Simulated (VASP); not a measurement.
**HfO2: single point with r2SCAN**

HfO2:

```xyz
3
Lattice="0.0000 2.5292 2.5292 2.5292 0.0000 2.5292 2.5292 2.5292 0.0000" Properties=species:S:1:pos:R:3 pbc="T T T"
Hf    0.0000    0.0000    0.0000
O     1.2646    1.2646    1.2646
O     3.7938    3.7938    3.7938
```

```yaml
Program: VASP 6.6.1
Task: single point
Functional: r2SCAN
Potentials_or_basis: VASP PAW PBE potentials, release 64 (Hf_pv, O)
Cutoff: 520 eV
k_mesh: 6 × 6 × 6
Occupations: gaussian, width 0.01 eV
Spin: no spin polarisation
Dipole_correction: no
Further_INCAR_settings: ALGO = Normal; EDIFF = 1e-06; NBANDS = 18
```

```json
{
  "Pressure": "-4.0 GPa",
  "Band gap on the k mesh": "4.31 eV, direct"
}
```

Levels at points of the mesh, in eV from the valence-band top:
| k point | band 7 | band 8 | band 9 | band 10 | band 11 | band 12 | band 13 | band 14 | band 15 | band 16 |
| --- | --- | --- | --- | --- | --- | --- | --- | --- | --- | --- |
| (0.00, 0.00, 0.00) | -5.48 | -5.48 | -0.64 | -0.64 | -0.64 | 4.42 | 4.42 | 6.52 | 11.09 | 11.09 |
| (0.50, 0.00, 0.00) | -4.40 | -3.08 | -2.82 | -1.90 | -1.90 | 5.12 | 5.12 | 7.56 | 9.64 | 10.02 |
| (0.50, 0.50, 0.00) | -3.60 | -3.60 | -1.57 | -1.57 | 0.00 | 4.31 | 6.05 | 7.24 | 8.73 | 8.73 |

It took 27 s on 1 thread of Intel(R) Xeon(R) Platinum 8559C (Emerald Rapids) (shared host), peak memory 0.16 GiB.

Caveat: the PAW data sets were made with another functional, which shifts forces and pressure a little; spin-orbit coupling is left out, which moves the levels of the heavy elements. A k mesh can miss the band edges.
